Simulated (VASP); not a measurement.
Wanted: the native input for a VASP 6.6.1 run.

```yaml
Task: single point
Functional: PBE
Potentials_or_basis: VASP PAW PBE potentials, release 64 (Hf_pv, O)
Cutoff: 520 eV
k_mesh: 9 × 9 × 9
Occupations: fermi-dirac, width 0.01 eV
Spin: no spin polarisation
Dipole_correction: no
Further_INCAR_settings: ALGO = Normal; EDIFF = 1e-06; NBANDS = 18
```

The structure of HfO2 lies in POSCAR:

```
HfO2
1.0
    0.0000000000      2.4807750000      2.5575000000
    2.4807750000      0.0000000000      2.5575000000
    2.4807750000      2.4807750000      0.0000000000
Hf O
1 2
Direct
    0.0000000000      0.0000000000      0.0000000000
    0.2500000000      0.2500000000      0.2500000000
    0.7500000000      0.7500000000      0.7500000000
```

This cell differs from its parent crystal: equal xx and yy strain of -3 %.

These files were run (other wordings do the same):

INCAR

```
  PREC = Accurate
  ENCUT = 520
  EDIFF = 1E-6
  ISMEAR = -1
  SIGMA = 0.01
  LREAL = False
  LASPH = True
  NELM = 100
  ALGO = Normal
  ISIF = 2
  LWAVE = False
  LCHARG = False
  GGA = PE
  NBANDS = 18
```

KPOINTS

```
Automatic mesh
0
Gamma
  9 9 9
```

Potentials or basis: VASP PAW PBE potentials, release 64 (Hf_pv, O).

Run with:

```sh
$ cat potpaw_PBE.64/Hf_pv/POTCAR potpaw_PBE.64/O/POTCAR > POTCAR
$ mpirun -np 1 vasp_std > vasp.out
```

Results of the run:

| Item | Value |
| --- | --- |
| Pressure | 9.8 GPa |
| Band gap on the k mesh | 3.67 eV, indirect (least direct gap 3.96 eV) |

Caveat: the cell differs from its parent crystal (equal xx and yy strain of -3 %); spin-orbit coupling is left out, which moves the levels of the heavy elements.

Wall time 24 s on 1 thread of AMD EPYC 9R45 96-Core Processor (Zen 5), on a shared host, peak memory 0.15 GiB.
